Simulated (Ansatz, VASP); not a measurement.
CaO in VASP and in Ansatz

Contents of INCAR:

```
  PREC = Accurate
  ENCUT = 600
  EDIFF = 1E-6
  ISMEAR = 0
  SIGMA = 0.05
  LREAL = F
  LASPH = T
  NELM = 120
  ALGO = Normal
  ISIF = 2
  LWAVE = F
  LCHARG = F
  GGA = PE
  NBANDS = 15
  GGA_COMPAT = F
```

File KPOINTS:

```
Automatic mesh
0
Gamma
  8 8 8
```

The input POSCAR:

```
CaO
1.0
    0.0000000000      2.5469600000      2.3510400000
    2.5469600000      0.0000000000      2.3510400000
    2.5469600000      2.5469600000      0.0000000000
Ca O
1 1
Direct
    0.0000000000      0.0000000000      0.0000000000
    0.5000000000      0.5000000000      0.5000000000
```

Input for Ansatz:

```yaml
crystal:
  lattice:
    - [0.0, 2.54696, 2.35104]
    - [2.54696, 0.0, 2.35104]
    - [2.54696, 2.54696, 0.0]
  atoms:
    - { symbol: Ca, position: [0.0, 0.0, 0.0] }
    - { symbol: O, position: [0.5, 0.5, 0.5] }
basis:
  ecutwfc: 420
kpoints:
  mp_grid: { grid: [8, 8, 8] }
hamiltonian:
  xc: pbe
scf:
  occupations: { method: gaussian, width: 0.05 }
output:
  forces: true
  stress: true
  eigenvalues: true
```

Change from the starting cell: strain +0.040 along x and y, -0.040 along z, atoms carried along.

Alike in both runs: task single point; functional PBE; k mesh 8 × 8 × 8; occupations gaussian, width 0.05 eV; no spin polarisation.

```csv
,VASP,Ansatz
version,VASP 6.6.1,Ansatz 0.2.0
potentials or method,"VASP PAW PBE potentials, release 64 (Ca_sv, O), cutoff 600 eV","scalar-relativistic, plane waves, PAW"
valence electrons in the cell,16,16
```

|  | VASP | Ansatz | Ansatz less VASP |
| --- | --- | --- | --- |
| gap on the k mesh at the Fermi level (eV) | 3.39 | 3.41 | +0.019 |
| least direct gap on the mesh (eV) | 3.75 | 3.77 | +0.016 |
| pressure (GPa) | -5.4 | -5.8 | -0.33 |
| traceless stress, the component that is largest in VASP (GPa) | 5.92 | 5.64 | -0.282 |
